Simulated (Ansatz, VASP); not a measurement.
# Two plane-wave programs on AlRu

```xyz
2
Lattice="3.0041 0.0000 0.0000 0.0000 3.0041 0.0000 0.0000 0.0000 3.0041" Properties=species:S:1:pos:R:3 pbc="T T T"
Al   -0.3182   -0.3182   -0.4500
Ru    1.5020    1.5020    1.5020
```

Alike in both runs: task single point; functional PBE; k mesh 20 × 20 × 20; occupations gaussian, width 0.15 eV; no spin polarisation.

```csv
,VASP,Ansatz
version,VASP 6.6.1,Ansatz 0.2.0
potentials or method,"VASP PAW PBE potentials, release 64 (Al, Ru_pv), cutoff 520 eV","scalar-relativistic, plane waves, PAW"
valence electrons in the cell,17,19
```

|  | VASP | Ansatz | Ansatz less VASP |
| --- | --- | --- | --- |
| gap on the k mesh at the Fermi level (eV) | none | none | - |
| rms of the force components (eV/Å) | 5.483 | 5.436 | -0.0469 |

Atom by atom the forces differ by 0.047 eV/Å (rms over components). A gap of «none» marks a metal or a gap that the smearing closes. VASP's potentials hold 17 valence electrons a cell and Ansatz's 19, so a difference there can come from the potentials and not from the codes.
